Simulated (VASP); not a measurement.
The system is La3In.

```xyz
4
Lattice="5.0120 0.0490 0.0002 0.0490 5.0041 -0.0228 0.0002 -0.0228 4.9544" Properties=species:S:1:pos:R:3 pbc="T T T"
La    4.8532    2.4837    2.6395
La    2.4601    4.9244    2.4082
La    2.4436    2.3156    4.8009
In    0.1272    4.9265    0.1884
```

```yaml
Program: VASP 6.6.1
Task: relaxation of cell and atoms
Functional: LDA
Potentials_or_basis: VASP PAW LDA potentials, release 64 (La, In_d)
Cutoff: 600 eV
k_mesh: 4 × 4 × 4, shifted
Occupations: fermi-dirac, width 0.0368 eV
Spin: no spin polarisation
```

At the start: pressure -2.0 GPa; volume 31.06 Å³/atom.

Problem. Where does the relaxation end?

Solution. Over 23 steps the energy falls by 51.4 meV/atom and the volume is 29.55 Å³/atom (-4.9 %); space group P1 (No. 1, to 0.1 Å) before, Pm-3m (No. 221, to 0.1 Å).

Step by step:
```
step  energy change (eV)  largest force (eV/Å)  pressure (GPa)  volume (Å³)
   1              0.0000                0.6709           -2.05       124.24
   2             -0.0837                0.6155            0.44       117.24
   3             -0.0858                0.6025            0.97       115.98
   4             -0.1331                0.4062            0.68       116.40
   5             -0.1816                0.1620            0.24       117.35
   6             -0.1827                0.1413            0.18       117.49
   7             -0.1971                0.1051           -0.19       118.49
   8             -0.1986                0.0898           -0.33       118.89
   9             -0.2014                0.0547            0.29       117.44
  10             -0.2016                0.0622            0.18       117.70
  11             -0.2032                0.0422            0.04       118.06
  12             -0.2033                0.0440            0.00       118.16
  13             -0.2040                0.0351           -0.04       118.24
  14             -0.2046                0.0275           -0.08       118.33
  15             -0.2046                0.0358           -0.16       118.53
  16             -0.2048                0.0314           -0.12       118.42
  17             -0.2050                0.0269            0.08       117.91
  18             -0.2050                0.0276            0.06       118.00
  19             -0.2052                0.0212            0.03       118.05
  20             -0.2053                0.0138            0.01       118.12
  21             -0.2054                0.0117           -0.02       118.20
  22             -0.2054                0.0105           -0.05       118.27
  23             -0.2055                0.0095           -0.02       118.18
```

Final structure:
```
CELL_PARAMETERS angstrom
4.90651 -0.00025 -0.00319
0.00133 4.91432 0.00135
-0.00256 0.00086 4.90137
ATOMIC_POSITIONS crystal
La 0.98585 0.47869 0.51448
La 0.48642 0.97943 0.50425
La 0.48553 0.48027 0.01000
In 0.98571 0.97950 0.01051
```
